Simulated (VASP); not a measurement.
Here is a VASP 6.6.1 calculation.

INCAR

```
  ALGO = Normal
  EDIFF = 1E-6
  EDIFFG = -0.03
  ENCUT = 520
  GGA = PE
  IBRION = 2
  ISIF = 2
  ISMEAR = 0
  LASPH = T
  LCHARG = F
  LREAL = Auto
  LWAVE = F
  NCORE = 4
  NELECT = 254.0
  NELM = 100
  NSW = 80
  PREC = Accurate
  SIGMA = 0.02
```

The input KPOINTS:

```
k-points
0
Gamma
  1 1 1
```

The input POSCAR:

```
Si62C
1.0
   10.8600000000      0.0000000000      0.0000000000
    0.0000000000     10.8600000000      0.0000000000
    0.0000000000      0.0000000000     10.8600000000
Si C
62 1
Direct
    0.5000000000      0.0000000000      0.0000000000
    0.6250000000      0.1250000000      0.1250000000
    0.7500000000      0.2500000000      0.0000000000
    0.8750000000      0.3750000000      0.1250000000
    0.7500000000      0.0000000000      0.2500000000
    0.8750000000      0.1250000000      0.3750000000
    0.0000000000      0.0000000000      0.0000000000
    0.1250000000      0.1250000000      0.1250000000
    0.2500000000      0.2500000000      0.0000000000
    0.3750000000      0.3750000000      0.1250000000
    0.5000000000      0.5000000000      0.0000000000
    0.6250000000      0.6250000000      0.1250000000
    0.8750000000      0.8750000000      0.1250000000
    0.2500000000      0.0000000000      0.2500000000
    0.3750000000      0.1250000000      0.3750000000
    0.5000000000      0.2500000000      0.2500000000
    0.6250000000      0.3750000000      0.3750000000
    0.7500000000      0.5000000000      0.2500000000
    0.8750000000      0.6250000000      0.3750000000
    0.5000000000      0.0000000000      0.5000000000
    0.6250000000      0.1250000000      0.6250000000
    0.7500000000      0.2500000000      0.5000000000
    0.8750000000      0.3750000000      0.6250000000
    0.7500000000      0.0000000000      0.7500000000
    0.8750000000      0.1250000000      0.8750000000
    0.0000000000      0.5000000000      0.0000000000
    0.1250000000      0.6250000000      0.1250000000
    0.2500000000      0.7500000000      0.0000000000
    0.3750000000      0.8750000000      0.1250000000
    0.0000000000      0.2500000000      0.2500000000
    0.1250000000      0.3750000000      0.3750000000
    0.2500000000      0.5000000000      0.2500000000
    0.3750000000      0.6250000000      0.3750000000
    0.5000000000      0.7500000000      0.2500000000
    0.6250000000      0.8750000000      0.3750000000
    0.0000000000      0.0000000000      0.5000000000
    0.1250000000      0.1250000000      0.6250000000
    0.2500000000      0.2500000000      0.5000000000
    0.3750000000      0.3750000000      0.6250000000
    0.5000000000      0.5000000000      0.5000000000
    0.6250000000      0.6250000000      0.6250000000
    0.7500000000      0.7500000000      0.5000000000
    0.8750000000      0.8750000000      0.6250000000
    0.2500000000      0.0000000000      0.7500000000
    0.3750000000      0.1250000000      0.8750000000
    0.5000000000      0.2500000000      0.7500000000
    0.6250000000      0.3750000000      0.8750000000
    0.7500000000      0.5000000000      0.7500000000
    0.0000000000      0.7500000000      0.2500000000
    0.1250000000      0.8750000000      0.3750000000
    0.0000000000      0.5000000000      0.5000000000
    0.1250000000      0.6250000000      0.6250000000
    0.2500000000      0.7500000000      0.5000000000
    0.3750000000      0.8750000000      0.6250000000
    0.0000000000      0.2500000000      0.7500000000
    0.1250000000      0.3750000000      0.8750000000
    0.2500000000      0.5000000000      0.7500000000
    0.3750000000      0.6250000000      0.8750000000
    0.5000000000      0.7500000000      0.7500000000
    0.6250000000      0.8750000000      0.8750000000
    0.0000000000      0.7500000000      0.7500000000
    0.1250000000      0.8750000000      0.8750000000
    0.8750000000      0.6250000000     -0.1250000000
```

Potentials or basis: VASP PAW PBE potentials, release 64 (Si, C).

Command:

```console
$ cat potpaw_PBE.64/Si/POTCAR potpaw_PBE.64/C/POTCAR > POTCAR
$ mpirun -np 4 vasp_gam > vasp.out
```

Problem. Predict the energy gained by relaxing.

Solution. 44.2 meV/atom.

Step by step:
| step | energy change (eV) | largest force (eV/Å) | pressure (GPa) |
| --- | --- | --- | --- |
| 1 | 0.0000 | 2.1435 | 3.73 |
| 2 | -0.7865 | 1.8960 | 3.44 |
| 3 | -1.9388 | 1.1516 | 3.25 |
| 4 | -1.9441 | 1.5031 | 3.15 |
| 5 | -2.0191 | 1.1884 | 3.17 |
| 6 | -2.3232 | 1.6668 | 3.31 |
| 7 | -2.3440 | 1.2814 | 3.27 |
| 8 | -2.5598 | 0.5840 | 3.18 |
| 9 | -2.5600 | 0.5748 | 3.19 |
| 10 | -2.6272 | 0.5062 | 3.17 |
| 11 | -2.6477 | 0.3976 | 3.16 |
| 12 | -2.6977 | 0.2038 | 3.17 |
| 13 | -2.7168 | 0.2139 | 3.18 |
| 14 | -2.7435 | 0.1098 | 3.16 |
| 15 | -2.7457 | 0.1462 | 3.15 |
| 16 | -2.7635 | 0.1117 | 3.13 |
| 17 | -2.7653 | 0.1459 | 3.13 |
| 18 | -2.7745 | 0.0596 | 3.11 |
| 19 | -2.7750 | 0.0731 | 3.10 |
| 20 | -2.7790 | 0.0474 | 3.08 |
| 21 | -2.7792 | 0.0667 | 3.07 |
| 22 | -2.7816 | 0.0402 | 3.05 |
| 23 | -2.7816 | 0.0408 | 3.04 |
| 24 | -2.7825 | 0.0355 | 3.03 |
| 25 | -2.7826 | 0.0375 | 3.03 |
| 26 | -2.7829 | 0.0116 | 3.02 |

Caveat: the k points lie up to 0.58 Å⁻¹ apart; the cell carries a net charge on a neutralising background, which shifts energy and pressure; the cell is charged against a uniform background, so pressure and absolute levels hang on convention.
